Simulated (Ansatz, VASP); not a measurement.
Li3S2 in VASP and in Ansatz

```
CELL_PARAMETERS angstrom
4.08381 0.00000 0.00000
-2.04191 3.53668 0.00000
0.00000 0.00000 5.49982
ATOMIC_POSITIONS crystal
Li 0.00000 0.00000 0.00000
Li 0.33333 0.66667 0.68767
Li 0.66667 0.33333 0.31233
S 0.33333 0.66667 0.23223
S 0.66667 0.33333 0.76777
```

Alike in both runs: task single point; functional PBE; k mesh 6 × 6 × 4; occupations gaussian, width 0.1 eV; no spin polarisation.

```csv
,VASP,Ansatz
version,VASP 6.6.1,Ansatz 0.2.0
potentials or method,"VASP PAW PBE potentials, release 64 (Li_sv, S), cutoff 520 eV","scalar-relativistic, plane waves, PAW"
valence electrons in the cell,21,21
```

```csv
,VASP,Ansatz,Ansatz less VASP
gap on the k mesh at the Fermi level (eV),none,none,-
rms of the force components (eV/Å),0.005,0.004,-0.0009
```

Atom by atom the forces differ by 0.001 eV/Å (rms over components). A gap of «none» marks a metal or a gap that the smearing closes.

Noted on VASP's run: the cutoff is short for stress, so the pressure is rough.
